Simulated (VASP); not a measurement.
# Rb2LiOsO6 (Fm-3m) in VASP: further runs

The runs below take Rb2LiOsO6 through single point, with PBE.

Program: VASP 6.6.1. These are calculated values, not measurements. Logs are shortened: lines on timing, memory, paths and dates and some standing lists are left out, and cuts for length are marked.

## 1. The cell of the first run

It takes space group Fm-3m (No. 225, cubic). The conventional cell has a = 8.399 Å, b = 8.399 Å, c = 8.399 Å, α = 90.00°, β = 90.00°, γ = 90.00°. Within 3.0 Å of Li (site symmetry m-3m) lie 6 O at 2.24 Å. Within 3.9 Å of Rb (site symmetry -43m) lie 12 O at 2.97 Å and 4 Li at 3.64 Å and 4 Os at 3.64 Å. Os (site symmetry m-3m) has 6 O at 1.96 Å within 2.6 Å. Within 2.6 Å of O (site symmetry 4mm) lie 1 Os at 1.96 Å and 1 Li at 2.24 Å.

## 2. Single point, PBE

Contents of INCAR:

```
PREC = Accurate
ENCUT = 520
EDIFF = 1E-6
ISMEAR = -1
SIGMA = 0.1
LREAL = False
LASPH = True
NELM = 60
ALGO = Normal
ISIF = 2
LWAVE = False
LCHARG = True
GGA = PE
LELF = True
LVHAR = True
NBANDS = 44
```

Contents of KPOINTS:

```
regular mesh
0
Gamma
  4 4 4
```

Contents of POSCAR:

```
Rb2LiOsO6
1.0
    0.0000000000      4.1996570000      4.1996570000
    4.1996570000      0.0000000000      4.1996570000
    4.1996570000      4.1996570000      0.0000000000
Li Rb Os O
1 2 1 6
Direct
    0.5000000000      0.5000000000      0.5000000000
    0.2500000000      0.2500000000      0.2500000000
    0.7500000000      0.7500000000      0.7500000000
    0.0000000000      0.0000000000      0.0000000000
    0.7670000000      0.2330000000      0.2330000000
    0.2330000000      0.7670000000      0.2330000000
    0.2330000000      0.7670000000      0.7670000000
    0.7670000000      0.2330000000      0.7670000000
    0.2330000000      0.2330000000      0.7670000000
    0.7670000000      0.7670000000      0.2330000000
```

Potentials or basis: VASP PAW PBE potentials, release 64 (Li_sv, Rb_sv, Os, O).

Started as:

```sh
$ cat potpaw_PBE.64/Li_sv/POTCAR potpaw_PBE.64/Rb_sv/POTCAR potpaw_PBE.64/Os/POTCAR potpaw_PBE.64/O/POTCAR > POTCAR
$ mpirun -np 1 vasp_std > vasp.out
```

OUTCAR:

```text
PREC = Accurate
   ENCUT = 520
   EDIFF = 1E-6
   ISMEAR = -1
   LREAL = False
   LASPH = True
   NELM = 60
   ISIF = 2
   GGA = PE

 ion  position               nearest neighbor table
   1  0.500  0.500  0.500-   5 2.24   6 2.24   7 2.24   8 2.24   9 2.24  10 2.24   2 3.64   2 3.64
                             2 3.64   3 3.64   2 3.64   3 3.64   3 3.64   3 3.64
   2  0.250  0.250  0.250-  10 2.97  10 2.97   9 2.97   9 2.97   7 2.97   8 2.97   7 2.97   8 2.97
                             5 2.97   5 2.97   6 2.97   6 2.97   1 3.64   4 3.64   4 3.64   4 3.64
   3  0.750  0.750  0.750-  10 2.97  10 2.97   9 2.97   9 2.97   6 2.97   8 2.97   5 2.97   8 2.97
                             7 2.97   6 2.97   7 2.97   5 2.97   4 3.64   1 3.64   1 3.64   4 3.64
   4  0.000  0.000  0.000-   5 1.96   6 1.96   7 1.96   8 1.96   9 1.96  10 1.96   3 3.64   3 3.64
                             2 3.64   3 3.64   3 3.64   2 3.64   2 3.64   2 3.64
   5  0.767  0.233  0.233-   4 1.96   1 2.24   3 2.97   2 2.97   3 2.97   2 2.97
   6  0.233  0.767  0.233-   4 1.96   1 2.24   3 2.97   2 2.97   3 2.97   2 2.97
   7  0.233  0.767  0.767-   4 1.96   1 2.24   3 2.97   3 2.97   2 2.97   2 2.97
   8  0.767  0.233  0.767-   4 1.96   1 2.24   3 2.97   3 2.97   2 2.97   2 2.97
   9  0.233  0.233  0.767-   4 1.96   1 2.24   3 2.97   2 2.97   3 2.97   2 2.97
  10  0.767  0.767  0.233-   4 1.96   1 2.24   3 2.97   3 2.97   2 2.97   2 2.97

  LATTYP: Found a face centered cubic cell.
 ALAT       =     8.3993140000

  Lattice vectors:

 A1 = (   0.0000000000,   4.1996570000,   4.1996570000)
 A2 = (   4.1996570000,   0.0000000000,   4.1996570000)
 A3 = (   4.1996570000,   4.1996570000,   0.0000000000)

Analysis of symmetry for initial positions (statically):
=====================================================================
 Subroutine PRICEL returns:
 Original cell was already a primitive cell.

 Routine SETGRP: Setting up the symmetry group for a
 face centered cubic supercell.

 Subroutine GETGRP returns: Found 48 space group operations
 (whereof 48 operations were pure point group operations)
 out of a pool of 48 trial point group operations.

The static configuration has the point symmetry O_h .

Analysis of symmetry for dynamics (positions and initial velocities):
=====================================================================
 Subroutine PRICEL returns:
 Original cell was already a primitive cell.

 Routine SETGRP: Setting up the symmetry group for a
 face centered cubic supercell.

 Subroutine GETGRP returns: Found 48 space group operations
 (whereof 48 operations were pure point group operations)
 out of a pool of 48 trial point group operations.

The dynamic configuration has the point symmetry O_h .

 Subroutine INISYM returns: Found 48 space group operations
 (whereof 48 operations are pure point group operations),
[... 109 lines left out ...]
   EFERMI =   0.00;   METHOD = LEGACY
   ISMEAR =    -1;   SIGMA  =   0.10  broadening in eV -4-tet -1-fermi 0-gaus
   EFERMI_NEDOS =   21; number of points for ismear=-14 and -15
   IALGO  =     38    algorithm
   IMIX   =      4    mixing-type and parameters
     AMIX     =   0.40;   BMIX     =  1.00
     AMIX_MAG =   1.60;   BMIX_MAG =  1.00
  volume/ion in A,a.u.               =      14.81        99.97
  Fermi-wavevector in a.u.,A,eV,Ry     =   1.244005  2.350829 21.055675  1.547548
  Thomas-Fermi vector in A             =   2.378291
   LORBIT       =      0    0 simple, 1 ext, 2 COOP (PROOUT), +10 PAW based schemes
   GGA     = PE    functional components
   LHFCALC =     F    Hartree Fock is set to
   AEXX    =    0.0000 exact exchange contribution
   IVDW    =     0    specifies the selected vdW correction
   LEPSILON=     F    determine dielectric tensor
   LRPA    =     F    only Hartree local field effects (RPA)
 non-spin polarized calculation
  energy-cutoff  :      520.00
  volume of cell :      148.14
 maximum number of plane-waves:      4001
 NGX is ok and might be reduce to    48
   NGX = 23   NGY = 23   NGZ = 23

 number of electron      64.9999989 magnetization

 Free energy of the ion-electron system (eV)
  ---------------------------------------------------
  ext. energy  EPLUGINS =         0.00000000
  ---------------------------------------------------
  free energy    TOTEN  =       -56.64883265 eV

  energy without entropy =      -56.42790665  energy(sigma->0) =      -56.53836965

 E-fermi :   0.1279     XC(G=0):  -9.6477

 val. band max:        0.0970598479   @ k =   0.2500   0.0000   0.0000
 cond. band min:       0.1629598923   @ k =   0.5000   0.5000   0.0000
 fundamental gap:      0.0659000444
 Fermi energy:         0.1279204662

 k-point     1 :       0.0000    0.0000    0.0000
  band No.  band energies     occupation
      1     -43.1915      2.00000
      2     -23.5802      2.00000
      3     -23.5031      2.00000
      4     -16.9885      2.00000
      5     -16.2959      2.00000
      6     -16.2959      2.00000
[... 365 lines left out ...]
     43      10.2654      0.00000
     44      10.3975      0.00000

------------------------ aborting loop because EDIFF is reached ----------------------------------------

  FORCE on cell =-STRESS in cart. coord.  units (eV):
  Direction    XX          YY          ZZ          XY          YZ          ZX
  --------------------------------------------------------------------------------------
  -------------------------------------------------------------------------------------
  Total       -7.8559086     -7.8559086     -7.8559086     -0.0000000      0.0000000     -0.0000000
  in kB      -84.9641157    -84.9641157    -84.9641157     -0.0000000      0.0000000     -0.0000000
  external PRESSURE =     -84.9641157 kB  Pullay stress =       0.0000000 kB

 VOLUME and BASIS-vectors are now :
 -----------------------------------------------------------------------------
  energy-cutoff  :      520.00
  volume of cell :      148.14
      direct lattice vectors                 reciprocal lattice vectors
     0.000000000  4.199657000  4.199657000    -0.119057342  0.119057342  0.119057342
     4.199657000  0.000000000  4.199657000     0.119057342 -0.119057342  0.119057342
     4.199657000  4.199657000  0.000000000     0.119057342  0.119057342 -0.119057342

 POSITION                                       TOTAL-FORCE (eV/Angst)
 -----------------------------------------------------------------------------------
      4.19966      4.19966      4.19966         0.000000      0.000000     -0.000000
      2.09983      2.09983      2.09983        -0.000000      0.000000     -0.000000
      6.29949      6.29949      6.29949         0.000000      0.000000     -0.000000
      0.00000      0.00000      0.00000         0.000000      0.000000     -0.000000
      1.95704      4.19966      4.19966        -2.228371      0.000000     -0.000000
      4.19966      1.95704      4.19966         0.000000     -2.228371     -0.000000
      6.44227      4.19966      4.19966         2.228371      0.000000     -0.000000
      4.19966      6.44227      4.19966         0.000000      2.228371     -0.000000
      4.19966      4.19966      1.95704         0.000000      0.000000     -2.228371
      4.19966      4.19966      6.44227         0.000000      0.000000      2.228371
 -----------------------------------------------------------------------------------
    total drift:                               -0.000000     -0.000000     -0.000000

  FREE ENERGIE OF THE ION-ELECTRON SYSTEM (eV)
  ---------------------------------------------------
  free  energy   TOTEN  =       -56.6488326527 eV

  energy  without entropy=      -56.4279066530  energy(sigma->0) =      -56.53836965
```

stdout:

```text
POSCAR found type information on POSCAR LiRbOsO
 POSCAR found :  4 types and      10 ions
 scaLAPACK will be used
 LDA part: xc-table for (Slater+PW92), standard interpolation
 POSCAR, INCAR and KPOINTS ok, starting setup
 FFT: planning ... GRIDC
 FFT: planning ... GRID_SOFT
 FFT: planning ... GRID
 WAVECAR not read
 entering main loop
```

Run time: 2.4 min. Hardware: 1 thread of Intel Xeon 8259CL, shared host; peak memory 0.34 GiB.

What came out:

```yaml
Free_energy: -56.6488 eV
Largest_force: 2.228 eV/Å
Band_gap_on_the_k_mesh: zero (an odd number of electrons rules out a gap without spin polarisation)
```

Forces on the atoms (eV/Å):
```
Li   0.000  0.000  0.000
Rb   0.000  0.000  0.000
Rb   0.000  0.000  0.000
Os   0.000  0.000  0.000
O   -2.228  0.000  0.000
O    0.000 -2.228  0.000
O    2.228  0.000  0.000
O    0.000  2.228  0.000
O    0.000  0.000 -2.228
O    0.000  0.000  2.228
```

Caveat: the cutoff is under 1.25 times the usual one of these potentials, so pressure, stress and relaxed cells hold a basis-set (Pulay) error; spin-orbit coupling is left out, which moves the levels of the heavy elements; an odd number of electrons without spin polarisation forces a metal; a magnetic or distorted state may lie lower.

## 3. Single point, PBE, collinear spin, ferromagnetic start

Contents of INCAR:

```
SYSTEM = Rb2LiOsO6
  PREC = Accurate
  ENCUT = 520
  EDIFF = 1E-6
  ISMEAR = -1
  SIGMA = 0.1
  LREAL = .FALSE.
  LASPH = .TRUE.
  NELM = 150
  ALGO = Normal
  ISIF = 2
  LWAVE = .FALSE.
  LCHARG = .TRUE.
  ISPIN = 2
  MAGMOM = 0.2 0.2 0.2 0.2 0.2 0.2 0.2 0.2 0.2 0.2
  LORBIT = 11
  LMAXMIX = 4
  GGA = PE
  LELF = .TRUE.
  LVHAR = .TRUE.
  NELECT = 66.0
  NBANDS = 48
```

Contents of KPOINTS:

```
Automatic mesh
0
G
  4 4 4
  0 0 0
```

POSCAR is that of step 2.

Potentials or basis: VASP PAW PBE potentials, release 64 (Li_sv, Rb_sv, Os, O).

Started as:

```sh
$ cat potpaw_PBE.64/Li_sv/POTCAR potpaw_PBE.64/Rb_sv/POTCAR potpaw_PBE.64/Os/POTCAR potpaw_PBE.64/O/POTCAR > POTCAR
$ mpirun -np 1 vasp_std > vasp.out
```

OUTCAR:

```text
SYSTEM = Rb2LiOsO6
   PREC = Accurate
   ENCUT = 520
   EDIFF = 1E-6
   ISMEAR = -1
   LREAL = .FALSE.
   LASPH = .TRUE.
   NELM = 150
   ISIF = 2
   ISPIN = 2
   LORBIT = 11
   GGA = PE
   NELECT = 66.0

 ion  position               nearest neighbor table
   1  0.500  0.500  0.500-   5 2.24   6 2.24   7 2.24   8 2.24   9 2.24  10 2.24   2 3.64   2 3.64
                             2 3.64   3 3.64   2 3.64   3 3.64   3 3.64   3 3.64
   2  0.250  0.250  0.250-  10 2.97  10 2.97   9 2.97   9 2.97   7 2.97   8 2.97   7 2.97   8 2.97
                             5 2.97   5 2.97   6 2.97   6 2.97   1 3.64   4 3.64   4 3.64   4 3.64
   3  0.750  0.750  0.750-  10 2.97  10 2.97   9 2.97   9 2.97   6 2.97   8 2.97   5 2.97   8 2.97
                             7 2.97   6 2.97   7 2.97   5 2.97   4 3.64   1 3.64   1 3.64   4 3.64
   4  0.000  0.000  0.000-   5 1.96   6 1.96   7 1.96   8 1.96   9 1.96  10 1.96   3 3.64   3 3.64
                             2 3.64   3 3.64   3 3.64   2 3.64   2 3.64   2 3.64
   5  0.767  0.233  0.233-   4 1.96   1 2.24   3 2.97   2 2.97   3 2.97   2 2.97
   6  0.233  0.767  0.233-   4 1.96   1 2.24   3 2.97   2 2.97   3 2.97   2 2.97
   7  0.233  0.767  0.767-   4 1.96   1 2.24   3 2.97   3 2.97   2 2.97   2 2.97
[... 999 lines left out ...]
     4.199657000  0.000000000  4.199657000     0.119057342 -0.119057342  0.119057342
     4.199657000  4.199657000  0.000000000     0.119057342  0.119057342 -0.119057342

 POSITION                                       TOTAL-FORCE (eV/Angst)
 -----------------------------------------------------------------------------------
      4.19966      4.19966      4.19966        -0.000000     -0.000000      0.000000
      2.09983      2.09983      2.09983        -0.000000     -0.000000      0.000000
      6.29949      6.29949      6.29949        -0.000000      0.000000      0.000000
      0.00000      0.00000      0.00000        -0.000000     -0.000000      0.000000
      1.95704      4.19966      4.19966        -1.920603     -0.000000      0.000000
      4.19966      1.95704      4.19966        -0.000000     -1.920603      0.000000
      6.44227      4.19966      4.19966         1.920603     -0.000000      0.000000
      4.19966      6.44227      4.19966        -0.000000      1.920603      0.000000
      4.19966      4.19966      1.95704        -0.000000     -0.000000     -1.920603
      4.19966      4.19966      6.44227        -0.000000     -0.000000      1.920603
 -----------------------------------------------------------------------------------
    total drift:                               -0.000000     -0.000000     -0.000000

  FREE ENERGIE OF THE ION-ELECTRON SYSTEM (eV)
  ---------------------------------------------------
  free  energy   TOTEN  =       -56.1875254189 eV

  energy  without entropy=      -56.1706953647  energy(sigma->0) =      -56.17911039

 total charge

# of ion       s       p       d       tot
------------------------------------------
    1        2.005   0.032   0.000   2.037
    2        1.943   5.369   0.041   7.352
    3        1.943   5.369   0.041   7.352
    4        0.670   1.043   5.530   7.244
    5        1.577   3.365   0.000   4.942
    6        1.577   3.365   0.000   4.942
    7        1.577   3.365   0.000   4.942
    8        1.577   3.365   0.000   4.942
    9        1.577   3.365   0.000   4.942
   10        1.577   3.365   0.000   4.942
--------------------------------------------------
tot         16.024  32.003   5.612  53.638

 magnetization (x)

# of ion       s       p       d       tot
------------------------------------------
    1        0.000   0.000   0.000   0.000
    2        0.000   0.000   0.000   0.000
    3        0.000   0.000   0.000   0.000
    4        0.000   0.000  -0.000   0.000
    5       -0.000  -0.000   0.000  -0.000
    6       -0.000  -0.000   0.000  -0.000
    7       -0.000  -0.000   0.000  -0.000
    8       -0.000  -0.000   0.000  -0.000
    9       -0.000  -0.000   0.000  -0.000
   10       -0.000  -0.000   0.000  -0.000
--------------------------------------------------
tot         -0.000  -0.000  -0.000  -0.000
```

OSZICAR:

```text
N       E                     dE             d eps       ncg     rms          rms(c)
DAV:   1     0.451293432616E+03    0.45129E+03   -0.33148E+04  1536   0.133E+03
DAV:   2    -0.380752954663E+02   -0.48937E+03   -0.46720E+03  1856   0.334E+02
DAV:   3    -0.768165178692E+02   -0.38741E+02   -0.38465E+02  2088   0.898E+01
DAV:   4    -0.782034962418E+02   -0.13870E+01   -0.13791E+01  2592   0.152E+01
DAV:   5    -0.783077073232E+02   -0.10421E+00   -0.10420E+00  2136   0.207E+00    0.552E+01
DAV:   6    -0.676582717520E+02    0.10649E+02   -0.15695E+02  1976   0.471E+01    0.372E+01
DAV:   7    -0.569381989364E+02    0.10720E+02   -0.32196E+01  1960   0.388E+01    0.120E+01
DAV:   8    -0.562647011200E+02    0.67350E+00   -0.25208E+00  1976   0.760E+00    0.781E+00
DAV:   9    -0.562330176476E+02    0.31683E-01   -0.19527E-01  1912   0.199E+00    0.457E+00
DAV:  10    -0.561880524216E+02    0.44965E-01   -0.10246E-01  2152   0.192E+00    0.722E-01
DAV:  11    -0.561878468051E+02    0.20562E-03   -0.11941E-02  2128   0.514E-01    0.281E-01
DAV:  12    -0.561874304201E+02    0.41638E-03   -0.22860E-03  2032   0.231E-01    0.204E-01
DAV:  13    -0.561875254671E+02   -0.95047E-04   -0.50646E-04  2168   0.119E-01    0.603E-02
DAV:  14    -0.561875274039E+02   -0.19369E-05   -0.84152E-05  2072   0.413E-02    0.446E-02
DAV:  15    -0.561875252769E+02    0.21270E-05   -0.24619E-05  1976   0.289E-02    0.184E-02
DAV:  16    -0.561875254189E+02   -0.14196E-06   -0.65221E-06  1952   0.132E-02
   1 F= -.56187525E+02 E0= -.56179110E+02  d E =-.168301E-01  mag=    -0.0000
```

It took 4.5 min on 1 thread of Intel Xeon 8259CL, shared host; peak memory 0.45 GiB.

What came out:

* Free energy: -56.1875 eV
* Largest force: 1.921 eV/Å
* Net moment: 0.00 μB per cell
* Valence electrons inside the program's atomic spheres: Li 2.04; Rb 7.35; Os 7.24; O 4.94

Forces on the atoms (eV/Å):
```
Li   0.000  0.000  0.000
Rb   0.000  0.000  0.000
Rb   0.000  0.000  0.000
Os   0.000  0.000  0.000
O   -1.921  0.000  0.000
O    0.000 -1.921  0.000
O    1.921  0.000  0.000
O    0.000  1.921  0.000
O    0.000  0.000 -1.921
O    0.000  0.000  1.921
```

Caveat: the cell carries a net charge on a neutralising background, which shifts energy and pressure; the cell is charged against a uniform background, so pressure and absolute levels hang on convention; the cutoff is under 1.25 times the usual one of these potentials, so pressure, stress and relaxed cells hold a basis-set (Pulay) error; spin-orbit coupling is left out, which moves the levels of the heavy elements; forces of over 1 eV/Å act on the atoms, so gaps and moduli don't describe the material at rest.
